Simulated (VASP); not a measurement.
# Pt in VASP: a series of runs

Pt is run at these levels: PBEsol; tasks: single point.

Program: VASP 6.6.1. These are calculated values, not measurements. Logs are shortened: lines on timing, memory, paths and dates and some standing lists are left out, and cuts for length are marked.

### Step 1. The cell of the first run

The cell holds a slab with vacuum, 5 atoms: a = 2.772 Å, b = 3.920 Å, c = 21.543 Å, α = 90.00°, β = 90.00°, γ = 90.00°.

### Step 2. Single point, PBEsol

Contents of INCAR:

```
SYSTEM = Pt
PREC = Accurate
ENCUT = 520
EDIFF = 1E-7
ISMEAR = -1
SIGMA = 0.1
LREAL = .False.
LASPH = .True.
NELM = 100
ALGO = Normal
ISIF = 2
LWAVE = .False.
LCHARG = .False.
LDIPOL = .True.
IDIPOL = 3
DIPOL = 0.5 0.5 0.500
GGA = PS
EFIELD = -0.3
NBANDS = 33
```

Contents of KPOINTS:

```
regular mesh
0
Gamma
  12 9 1
  0 0 0
```

Contents of POSCAR:

```
Pt
1.0
    2.7716650196      0.0000000000      0.0000000000
    0.0000000000      3.9197262610      0.0000000000
    0.0000000000      0.0000000000     21.5433000000
Pt
5
Direct
    0.0000000000      0.0000000000      0.3775261929
    0.5000000000      0.5000000000      0.4317546603
    0.0000000000      0.0000000000      0.5000000018
    0.5000000000      0.5000000000      0.5682453384
    0.0000000000      0.0000000000      0.6224738066
```

Potentials or basis: VASP PAW PBE potentials, release 64 (Pt).

Started as:

```console
cat potpaw_PBE.64/Pt/POTCAR > POTCAR
mpirun -np 1 vasp_std > vasp.out
```

OUTCAR:

```text
SYSTEM = Pt
   PREC = Accurate
   ENCUT = 520
   EDIFF = 1E-7
   ISMEAR = -1
   LREAL = .False.
   LASPH = .True.
   NELM = 100
   ISIF = 2
   GGA = PS

 ion  position               nearest neighbor table
   1  0.000  0.000  0.378-   3 2.64   2 2.67   2 2.67   2 2.67   2 2.67
   2  0.500  0.500  0.432-   1 2.67   1 2.67   1 2.67   1 2.67   3 2.81   3 2.81   3 2.81   3 2.81
                             4 2.94
   3  0.000  0.000  0.500-   5 2.64   1 2.64   4 2.81   4 2.81   4 2.81   4 2.81   2 2.81   2 2.81
                             2 2.81   2 2.81
   4  0.500  0.500  0.568-   5 2.67   5 2.67   5 2.67   5 2.67   3 2.81   3 2.81   3 2.81   3 2.81
                             2 2.94
   5  0.000  0.000  0.622-   3 2.64   4 2.67   4 2.67   4 2.67   4 2.67

  LATTYP: Found a simple orthorhombic cell.
 ALAT       =     2.7716650196
 B/A-ratio  =     1.4142135623
 C/A-ratio  =     7.7726925323

  Lattice vectors:

 A1 = (   2.7716650196,   0.0000000000,   0.0000000000)
 A2 = (   0.0000000000,   3.9197262610,   0.0000000000)
 A3 = (   0.0000000000,   0.0000000000,  21.5433000000)

Analysis of symmetry for initial positions (statically):
=====================================================================
 Subroutine PRICEL returns:
 Original cell was already a primitive cell.

 Routine SETGRP: Setting up the symmetry group for a
 simple orthorhombic supercell.

 Subroutine GETGRP returns: Found  8 space group operations
 (whereof  8 operations were pure point group operations)
 out of a pool of  8 trial point group operations.

The static configuration has the point symmetry D_2h.

Analysis of symmetry for dynamics (positions and initial velocities):
=====================================================================
 An external electric field (EFIELD) may reduce the allowed symmetry operations
 Subroutine PRICEL returns:
 Original cell was already a primitive cell.

 Routine SETGRP: Setting up the symmetry group for a
 simple orthorhombic supercell.

 Subroutine GETGRP returns: Found  4 space group operations
 (whereof  4 operations were pure point group operations)
 out of a pool of  8 trial point group operations.

The dynamic configuration has the point symmetry C_2v.

 Subroutine INISYM returns: Found  4 space group operations
 (whereof  4 operations are pure point group operations),
 and found     1 'primitive' translations

----------------------------------------------------------------------------------------

                                     Primitive cell

  volume of cell :     234.0500

  direct lattice vectors                    reciprocal lattice vectors
     2.771665020  0.000000000  0.000000000     0.360793961  0.000000000  0.000000000
[... 105 lines left out ...]
   EMIN   =  10.00;   EMAX   =-10.00  energy-range for DOS
   EFERMI =   0.00;   METHOD = LEGACY
   ISMEAR =    -1;   SIGMA  =   0.10  broadening in eV -4-tet -1-fermi 0-gaus
   EFERMI_NEDOS =   21; number of points for ismear=-14 and -15
   IALGO  =     38    algorithm
   IMIX   =      4    mixing-type and parameters
     AMIX     =   0.40;   BMIX     =  1.00
     AMIX_MAG =   1.60;   BMIX_MAG =  1.00
  volume/ion in A,a.u.               =      46.81       315.89
  Fermi-wavevector in a.u.,A,eV,Ry     =   0.978653  1.849385 13.031131  0.957761
  Thomas-Fermi vector in A             =   2.109445
   LORBIT       =      0    0 simple, 1 ext, 2 COOP (PROOUT), +10 PAW based schemes
   GGA     = PS    functional components
   LHFCALC =     F    Hartree Fock is set to
   AEXX    =    0.0000 exact exchange contribution
   IVDW    =     0    specifies the selected vdW correction
   LEPSILON=     F    determine dielectric tensor
   LRPA    =     F    only Hartree local field effects (RPA)
 non-spin polarized calculation
  energy-cutoff  :      520.00
  volume of cell :      234.05
 maximum number of plane-waves:      6364
 NGX is ok and might be reduce to    24
   NGX = 11   NGY = 15   NGZ = 81

 number of electron      49.9999997 magnetization

 dipolmoment           0.000000      0.000000     -0.145581 electrons x Angstroem

 Free energy of the ion-electron system (eV)
  ---------------------------------------------------
  ext. energy  EPLUGINS =         0.00000000
  ---------------------------------------------------
  free energy    TOTEN  =       -31.91800258 eV

  energy without entropy =      -31.62636119  energy(sigma->0) =      -31.77218189

 E-fermi :  -0.0033     XC(G=0):  -5.2491

 val. band max:       -0.0084494418   @ k =   0.2500   0.3333   0.0000
 cond. band min:       0.0030779841   @ k =   0.0833   0.3333   0.0000
 fundamental gap:      0.0115274260
 Fermi energy:        -0.0033426954

 k-point     1 :       0.0000    0.0000    0.0000
  band No.  band energies     occupation
      1      -9.4861      2.00000
      2      -7.6844      2.00000
      3      -6.6787      2.00000
      4      -6.0887      2.00000
      5      -6.0071      2.00000
      6      -5.2908      2.00000
[... 853 lines left out ...]
     32       4.7801      0.00000
     33       5.8135      0.00000

 [... further k-points ...]

------------------------ aborting loop because EDIFF is reached ----------------------------------------

 vacuum level on the upper side and lower side of the slab       (xc-potential included)         1.870        -2.054

  FORCE on cell =-STRESS in cart. coord.  units (eV):
  Direction    XX          YY          ZZ          XY          YZ          ZX
  --------------------------------------------------------------------------------------
  -------------------------------------------------------------------------------------
  Total       -5.2811328     -0.7604912     -0.2106634      0.0000000      0.0000000      0.0000000
  in kB      -36.1517196     -5.2059028     -1.4420852      0.0000000      0.0000000      0.0000000
  external PRESSURE =     -14.2665692 kB  Pullay stress =       0.0000000 kB

 VOLUME and BASIS-vectors are now :
 -----------------------------------------------------------------------------
  energy-cutoff  :      520.00
  volume of cell :      234.05
      direct lattice vectors                 reciprocal lattice vectors
     2.771665020  0.000000000  0.000000000     0.360793961  0.000000000  0.000000000
     0.000000000  3.919726261  0.000000000     0.000000000  0.255119856  0.000000000
     0.000000000  0.000000000 21.543300000     0.000000000  0.000000000  0.046418144

 POSITION                                       TOTAL-FORCE (eV/Angst)
 -----------------------------------------------------------------------------------
      0.00000      0.00000      8.13316         0.000000      0.000000      0.010687
      1.38583      1.95986      9.30142         0.000000      0.000000     -0.005888
      0.00000      0.00000     10.77165         0.000000      0.000000      0.035846
      1.38583      1.95986     12.24188         0.000000      0.000000     -0.009310
      0.00000      0.00000     13.41014         0.000000      0.000000     -0.031334
 -----------------------------------------------------------------------------------
    total drift:                                0.000000     -0.000000     -0.000014

  FREE ENERGIE OF THE ION-ELECTRON SYSTEM (eV)
  ---------------------------------------------------
  free  energy   TOTEN  =       -31.9180025835 eV

  energy  without entropy=      -31.6263611932  energy(sigma->0) =      -31.77218189

 vacuum level on the upper side and lower side of the slab         7.090         3.217
```

stdout:

```text
POSCAR found type information on POSCAR Pt
 POSCAR found :  1 types and       5 ions
 scaLAPACK will be used
 -----------------------------------------------------------------------------
|                                                                             |
|                                                                             |
|     You enforced a specific xc type in the INCAR file but a different       |
|     I HOPE YOU KNOW WHAT YOU ARE DOING!                                     |
|                                                                             |
 -----------------------------------------------------------------------------

 LDA part: xc-table for (Slater+PW92), standard interpolation
 POSCAR, INCAR and KPOINTS ok, starting setup
 FFT: planning ... GRIDC
 FFT: planning ... GRID_SOFT
 FFT: planning ... GRID
 WAVECAR not read
 entering main loop
```

Wall time 5.9 min (1 thread of Intel Xeon 6975P-C (Granite Rapids), shared host); peak memory 0.43 GiB.

Results:

* Free energy: -31.9180 eV
* Largest force: 0.036 eV/Å
* Band gap on the k mesh: zero (band 25 reaches 0.53 eV, above the bottom of band 26 at -0.35 eV)

Forces on the atoms (eV/Å):
```
Pt   0.000  0.000  0.011
Pt   0.000  0.000 -0.006
Pt   0.000  0.000  0.036
Pt   0.000  0.000 -0.009
Pt   0.000  0.000 -0.031
```

Caveat: the PAW data sets were made with another functional, which shifts forces and pressure a little; spin-orbit coupling is left out, which moves the levels of the heavy elements.

### Step 3. Single point, PBEsol

Contents of INCAR:

```
PREC = Accurate
ENCUT = 520
EDIFF = 1E-7
ISMEAR = -1
SIGMA = 0.1
LREAL = False
LASPH = True
NELM = 100
ALGO = Normal
ISIF = 2
LWAVE = False
LCHARG = False
GGA = PS
NBANDS = 33
```

Contents of KPOINTS:

```
Automatic mesh
0
Gamma
  12 9 1
```

POSCAR is that of step 2.

Potentials or basis: VASP PAW PBE potentials, release 64 (Pt).

Started as:

```console
cat potpaw_PBE.64/Pt/POTCAR > POTCAR
mpirun -np 1 vasp_std > vasp.out
```

OUTCAR:

```text
PREC = Accurate
   ENCUT = 520
   EDIFF = 1E-7
   ISMEAR = -1
   LREAL = False
   LASPH = True
   NELM = 100
   ISIF = 2
   GGA = PS

 ion  position               nearest neighbor table
   1  0.000  0.000  0.378-   3 2.64   2 2.67   2 2.67   2 2.67   2 2.67
   2  0.500  0.500  0.432-   1 2.67   1 2.67   1 2.67   1 2.67   3 2.81   3 2.81   3 2.81   3 2.81
                             4 2.94
   3  0.000  0.000  0.500-   5 2.64   1 2.64   4 2.81   4 2.81   4 2.81   4 2.81   2 2.81   2 2.81
                             2 2.81   2 2.81
   4  0.500  0.500  0.568-   5 2.67   5 2.67   5 2.67   5 2.67   3 2.81   3 2.81   3 2.81   3 2.81
[... 1072 lines left out ...]
  -------------------------------------------------------------------------------------
  Total       -5.2915581     -0.7685635     -0.1913285      0.0000000      0.0000000      0.0000000
  in kB      -36.2230859     -5.2611616     -1.3097296      0.0000000      0.0000000      0.0000000
  external PRESSURE =     -14.2646590 kB  Pullay stress =       0.0000000 kB

 VOLUME and BASIS-vectors are now :
 -----------------------------------------------------------------------------
  energy-cutoff  :      520.00
  volume of cell :      234.05
      direct lattice vectors                 reciprocal lattice vectors
     2.771665020  0.000000000  0.000000000     0.360793961  0.000000000  0.000000000
     0.000000000  3.919726261  0.000000000     0.000000000  0.255119856  0.000000000
     0.000000000  0.000000000 21.543300000     0.000000000  0.000000000  0.046418144

 POSITION                                       TOTAL-FORCE (eV/Angst)
 -----------------------------------------------------------------------------------
      0.00000      0.00000      8.13316         0.000000     -0.000000      0.024086
      1.38583      1.95986      9.30142        -0.000000      0.000000      0.001618
      0.00000      0.00000     10.77165        -0.000000     -0.000000      0.000000
      1.38583      1.95986     12.24188        -0.000000      0.000000     -0.001618
      0.00000      0.00000     13.41014        -0.000000     -0.000000     -0.024086
 -----------------------------------------------------------------------------------
    total drift:                                0.000000     -0.000000      0.000003

  FREE ENERGIE OF THE ION-ELECTRON SYSTEM (eV)
  ---------------------------------------------------
  free  energy   TOTEN  =       -31.8961676087 eV

  energy  without entropy=      -31.6045675316  energy(sigma->0) =      -31.75036757
```

OSZICAR:

```text
N       E                     dE             d eps       ncg     rms          rms(c)
DAV:   1     0.330897807007E+03    0.33090E+03   -0.21454E+04  2310   0.127E+03
DAV:   2    -0.146056589812E+02   -0.34550E+03   -0.31675E+03  2916   0.257E+02
DAV:   3    -0.336711067506E+02   -0.19065E+02   -0.17924E+02  2752   0.583E+01
[... 19 lines left out ...]
DAV:  23    -0.318961644065E+02   -0.26326E-05   -0.42608E-08  1653   0.832E-04    0.870E-04
DAV:  24    -0.318961666329E+02   -0.22265E-05   -0.69532E-08  1636   0.111E-03    0.265E-04
DAV:  25    -0.318961673705E+02   -0.73754E-06   -0.22168E-08  1650   0.468E-04    0.260E-04
DAV:  26    -0.318961675415E+02   -0.17099E-06   -0.59449E-09  1631   0.221E-04    0.125E-04
DAV:  27    -0.318961676087E+02   -0.67230E-07   -0.26613E-09  1602   0.126E-04
   1 F= -.31896168E+02 E0= -.31750368E+02  d E =-.291600E+00
```

stdout:

```text
POSCAR found type information on POSCAR Pt
 POSCAR found :  1 types and       5 ions
 scaLAPACK will be used
 -----------------------------------------------------------------------------
|                                                                             |
|                                                                             |
|     You enforced a specific xc type in the INCAR file but a different       |
|     I HOPE YOU KNOW WHAT YOU ARE DOING!                                     |
|                                                                             |
 -----------------------------------------------------------------------------

 LDA part: xc-table for (Slater+PW92), standard interpolation
 POSCAR, INCAR and KPOINTS ok, starting setup
 FFT: planning ... GRIDC
 FFT: planning ... GRID_SOFT
 FFT: planning ... GRID
 WAVECAR not read
 entering main loop
```

Wall time 3.7 min (1 thread of Intel Xeon 6975P-C (Granite Rapids), shared host); peak memory 0.43 GiB.

Results:

```yaml
Free_energy: -31.8962 eV
Largest_force: 0.024 eV/Å
Band_gap_on_the_k_mesh: zero (band 25 reaches 0.53 eV, above the bottom of band 26 at -0.34 eV)
```

Forces on the atoms (eV/Å):
```
Pt   0.000  0.000  0.024
Pt   0.000  0.000  0.002
Pt   0.000  0.000  0.000
Pt   0.000  0.000 -0.002
Pt   0.000  0.000 -0.024
```

Levels at points of the mesh, in eV from the Fermi level:
```tsv
k point	band 22	band 23	band 24	band 25	band 26	band 27	band 28	band 29
(0.00, 0.00, 0.00)	-1.32	-1.11	-0.62	-0.21	-0.03	0.14	0.54	1.76
(0.50, 0.00, 0.00)	-0.02	0.11	0.30	0.53	1.94	2.15	2.35	2.38
```

Caveat: the PAW data sets were made with another functional, which shifts forces and pressure a little; spin-orbit coupling is left out, which moves the levels of the heavy elements.
